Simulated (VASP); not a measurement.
Input of a VASP 6.6.1 run:

File INCAR:

```
SYSTEM = Na
ALGO = Normal ; EDIFF = 1E-6
ENCUT = 520 ; GGA = PE
ISIF = 2 ; ISMEAR = 0
LASPH = .True. ; LCHARG = .True.
LELF = .True. ; LREAL = .False.
LVHAR = .True. ; LWAVE = .False.
NBANDS = 14 ; NELM = 80
PREC = Accurate ; SIGMA = 0.1
```

Contents of KPOINTS:

```
k-points
0
Gamma
  15 15 8
  0 0 0
```

The input POSCAR:

```
Na
1.0
    3.8241087327      0.0000000000      0.0000000000
   -1.9120543664      3.3117753094      0.0000000000
    0.0000000000      0.0000000000      5.6934346400
Na
2
Direct
    0.3333333333      0.6666666667      0.2500000000
    0.6666666667      0.3333333333      0.7500000000
```

Potentials or basis: VASP PAW PBE potentials, release 64 (Na_pv).

Run with:

```sh
$ cat potpaw_PBE.64/Na_pv/POTCAR > POTCAR
$ mpirun -np 1 vasp_std > vasp.out
```

(1) What does it give for the pressure?

(2) Estimate the band gap on the k mesh.

Answers

(1) 0.2 GPa.

(2) zero (band 7 reaches 2.36 eV, above the bottom of band 8 at -1.74 eV).

Caveat: the cell differs from its parent crystal (strained).
